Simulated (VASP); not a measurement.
Input of a VASP 6.6.1 run:

File INCAR:

```
PREC = Accurate ; ENCUT = 520
EDIFF = 1E-6 ; ISMEAR = -1
SIGMA = 0.05 ; LREAL = Auto
LASPH = T ; NELM = 120
ALGO = Normal ; ISIF = 2
LWAVE = F ; LCHARG = F
GGA = PS ; NELECT = 388.0
ISYM = -1 ; NBANDS = 248
GGA_COMPAT = F
```

Contents of KPOINTS:

```
explicit points
1
Reciprocal
  0.25000000   0.25000000   0.25000000 1
```

Contents of POSCAR:

```
Al48N49
1.0
    9.3414480000      0.0000000000      0.0000000000
    0.0000000000     10.7865750000      0.0000000000
    0.0000000000      0.0000000000      9.9670570000
Al N
48 49
Direct
    0.1663750000      0.0831200000      0.2472870000
    0.1622650000      0.0775640000      0.7480630000
    0.0011250000      0.3340870000      0.2492990000
    0.0000370000      0.3336030000      0.7478910000
    0.5003390000      0.0831550000      0.2493550000
    0.5003750000      0.0829520000      0.7485110000
    0.3298430000      0.3310330000      0.2397130000
    0.3121510000      0.3139960000      0.7504280000
    0.1687690000      0.5841850000      0.2471460000
    0.1722830000      0.5840010000      0.7468470000
    0.0015790000      0.8337580000      0.2477660000
    0.0014630000      0.8321750000      0.7475910000
    0.8348810000      0.0841550000      0.2502100000
    0.8353660000      0.0843640000      0.7483730000
    0.6684960000      0.3334720000      0.2450670000
    0.6877030000      0.3252190000      0.7688710000
    0.5024840000      0.5886720000      0.2426680000
    0.5135410000      0.6133760000      0.7531910000
    0.3345360000      0.8348540000      0.2479450000
    0.3342680000      0.8369510000      0.7469350000
    0.8362890000      0.5851550000      0.2496150000
    0.8376720000      0.5859040000      0.7477340000
    0.6689390000      0.8360130000      0.2477120000
    0.6733660000      0.8420630000      0.7481500000
    0.9999650000      0.1677430000      0.4977160000
    0.0013580000      0.1672980000      0.9987300000
    0.3313980000      0.1649740000      0.4954560000
    0.3349480000      0.1637710000      0.9976370000
    0.1657030000      0.4168810000      0.4950830000
    0.1686120000      0.4179400000      0.9962890000
    0.0025860000      0.6673890000      0.4977470000
    0.0033300000      0.6671620000      0.9976190000
    0.6650740000      0.1701020000      0.4985550000
    0.6690930000      0.1629310000      0.0039350000
    0.4887520000      0.4212800000      0.4631720000
    0.5037410000      0.4172900000      0.9961810000
    0.3359800000      0.6685270000      0.4968130000
    0.3339620000      0.6689900000      0.9976570000
    0.1668630000      0.9166120000      0.4967130000
    0.1679860000      0.9166370000      0.9982170000
    0.8304660000      0.4180860000      0.4973260000
    0.8396060000      0.4187550000      0.0037840000
    0.6706900000      0.6709930000      0.4958400000
    0.6735790000      0.6697490000      0.9995460000
    0.5015790000      0.9179870000      0.4975430000
    0.5019240000      0.9170250000      0.9982330000
    0.8352850000      0.9189610000      0.4972100000
    0.8368200000      0.9176960000      0.9988100000
    0.0005750000      0.1680820000      0.1892360000
    0.0007230000      0.1681020000      0.6891280000
    0.3338760000      0.1645810000      0.1863630000
    0.3286640000      0.1556550000      0.6871310000
    0.1659640000      0.4180110000      0.1857630000
    0.1655070000      0.4163420000      0.6872770000
    0.0023900000      0.6672260000      0.1884690000
    0.0051170000      0.6658930000      0.6884640000
    0.6673280000      0.1656800000      0.1926470000
    0.6663810000      0.1696800000      0.6913330000
    0.4993060000      0.4184770000      0.1900260000
    0.4461840000      0.4042200000      0.6501170000
    0.3342160000      0.6686310000      0.1872080000
    0.3389400000      0.6694730000      0.6883590000
    0.1678040000      0.9169210000      0.1884570000
    0.1662770000      0.9140960000      0.6873970000
    0.8356080000      0.4186490000      0.1924490000
    0.8342490000      0.4178420000      0.6896360000
    0.6709790000      0.6691510000      0.1884340000
    0.6794800000      0.6793550000      0.6864070000
    0.5013660000      0.9172750000      0.1887380000
    0.5029800000      0.9177490000      0.6887230000
    0.8358800000      0.9183470000      0.1891820000
    0.8388170000      0.9207910000      0.6879990000
    0.1647420000      0.0827820000      0.4377520000
    0.1668510000      0.0831030000      0.9383920000
    0.9977610000      0.3346180000      0.4398800000
    0.0024730000      0.3340000000      0.9381380000
    0.4999620000      0.0847540000      0.4400130000
    0.5024830000      0.0835660000      0.9388990000
    0.3249490000      0.3287980000      0.4278300000
    0.3365420000      0.3320240000      0.9364450000
    0.1697740000      0.5838030000      0.4386180000
    0.1702410000      0.5837770000      0.9371660000
    0.0005590000      0.8335500000      0.4383400000
    0.0018700000      0.8332480000      0.9384340000
    0.8323960000      0.0862290000      0.4406850000
    0.8352590000      0.0839450000      0.9390910000
    0.6621590000      0.3366570000      0.4378450000
    0.6745140000      0.3305680000      0.9536050000
    0.5033340000      0.5900280000      0.4334940000
    0.5043870000      0.5868740000      0.9407050000
    0.3345970000      0.8349300000      0.4387400000
    0.3352940000      0.8347020000      0.9376560000
    0.8353080000      0.5846300000      0.4400210000
    0.8365090000      0.5833700000      0.9386200000
    0.6686290000      0.8367810000      0.4376520000
    0.6696830000      0.8354530000      0.9388500000
    0.5462990000      0.4439320000      0.7264330000
```

Potentials or basis: VASP PAW PBE potentials, release 64 (Al, N).

Command:

```bash
$ cat potpaw_PBE.64/Al/POTCAR potpaw_PBE.64/N/POTCAR > POTCAR
$ mpirun -np 1 vasp_std > vasp.out
```

What does it give for the largest force?

0.209 eV/Å.

Forces in eV/Å, atoms in the order of the input:
```
Al   0.004  0.008 -0.002
Al  -0.036 -0.002  0.006
Al   0.009  0.000  0.007
Al   0.001  0.063 -0.026
Al  -0.007  0.006  0.003
Al   0.021 -0.004  0.003
Al  -0.001  0.009  0.011
Al  -0.100  0.182  0.019
Al   0.006 -0.003 -0.003
Al  -0.005 -0.045  0.000
Al  -0.002  0.001 -0.001
Al  -0.002 -0.008  0.004
Al   0.007  0.008  0.003
Al   0.004  0.016  0.002
Al  -0.006  0.009  0.027
Al   0.078  0.068 -0.168
Al  -0.005 -0.014 -0.037
Al  -0.100 -0.046  0.154
Al  -0.003 -0.001 -0.005
Al  -0.001 -0.006  0.010
Al  -0.002  0.007 -0.003
Al   0.028 -0.055  0.001
Al   0.004 -0.003 -0.006
Al  -0.014  0.023  0.025
Al  -0.001  0.013  0.002
Al  -0.002  0.008  0.003
Al  -0.002  0.016 -0.032
Al  -0.003  0.002  0.011
Al  -0.010 -0.022  0.024
Al  -0.003  0.005 -0.008
Al   0.001 -0.007  0.003
Al   0.004 -0.012 -0.005
Al   0.002  0.030 -0.010
Al  -0.010 -0.022  0.002
Al   0.064 -0.155  0.045
Al  -0.023  0.049 -0.012
Al  -0.028  0.020 -0.012
Al   0.032 -0.020 -0.007
Al   0.000 -0.002 -0.009
Al   0.004 -0.010 -0.002
Al  -0.010 -0.020  0.032
Al   0.034  0.020 -0.010
Al   0.021  0.004 -0.018
Al  -0.041 -0.015 -0.004
Al  -0.003  0.003 -0.005
Al  -0.004 -0.013  0.001
Al   0.005  0.003 -0.016
Al   0.004 -0.006  0.001
N   -0.003 -0.008 -0.001
N    0.003 -0.021  0.003
N    0.001 -0.007  0.003
N    0.054  0.040 -0.022
N   -0.002  0.002 -0.005
N   -0.086 -0.018  0.016
N   -0.004  0.002  0.003
N   -0.004  0.024 -0.003
N    0.002  0.004 -0.010
N   -0.010 -0.009  0.015
N    0.004  0.001 -0.006
N   -0.033 -0.127 -0.161
N   -0.006  0.007  0.022
N    0.013 -0.003 -0.016
N   -0.001  0.002  0.002
N    0.012  0.011 -0.002
N   -0.007 -0.003 -0.010
N    0.073 -0.008  0.019
N    0.006  0.004  0.023
N   -0.024 -0.071 -0.027
N    0.003  0.001  0.002
N   -0.001 -0.004  0.001
N   -0.002  0.001  0.000
N   -0.006 -0.018 -0.003
N    0.004 -0.004  0.007
N    0.008 -0.001 -0.008
N    0.000 -0.004 -0.015
N   -0.006 -0.014  0.016
N   -0.002 -0.008  0.004
N    0.001  0.004 -0.005
N   -0.023  0.017 -0.019
N    0.009 -0.019 -0.007
N    0.006  0.008  0.000
N   -0.005  0.007  0.006
N    0.000  0.002  0.003
N   -0.001  0.005 -0.002
N   -0.002 -0.008  0.004
N   -0.004  0.004  0.001
N    0.027 -0.003 -0.034
N   -0.052  0.018 -0.034
N   -0.019 -0.018  0.049
N   -0.002  0.073  0.079
N    0.005 -0.001  0.003
N   -0.003  0.014 -0.005
N   -0.006  0.009  0.002
N   -0.001  0.004  0.008
N   -0.003 -0.003  0.009
N    0.006  0.007 -0.011
N    0.171  0.024  0.116
```

Caveat: the cell carries a net charge on a neutralising background, which shifts energy and pressure; the PAW data sets were made with another functional, which shifts forces and pressure a little.
